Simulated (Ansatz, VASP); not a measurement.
**One calculation of CdF2, two programs**

```
CELL_PARAMETERS angstrom
0.00000 2.68258 2.68258
2.68258 0.00000 2.68258
2.68258 2.68258 0.00000
ATOMIC_POSITIONS crystal
Cd 0.00000 0.00000 0.00000
F 0.25000 0.25000 0.25000
F 0.75000 0.75000 0.75000
```

Alike in both runs: task single point; functional HSE06; k mesh 4 × 4 × 4; no spin polarisation.

```csv
,VASP,Ansatz
version,VASP 6.6.1,Ansatz 0.2.0
potentials or method,"VASP PAW PBE potentials, release 64 (Cd, F)",plane waves
plane-wave cutoff (eV),520,420
occupations,"gaussian, width 0.01 eV",fixed
valence electrons in the cell,26,34
```

|  | VASP | Ansatz | Ansatz less VASP |
| --- | --- | --- | --- |
| gap on the k mesh at the Fermi level (eV) | 5.21 | 5.26 | +0.046 |
| pressure (GPa) | 4.2 | 3.2 | -1.01 |

VASP's potentials hold 26 valence electrons a cell and Ansatz's 34, so a difference there can come from the potentials and not from the codes. Ansatz's warnings: stress exchange threshold loose, stress scf threshold loose.

The k mesh is coarse, so the values compare programs but aren't converged.
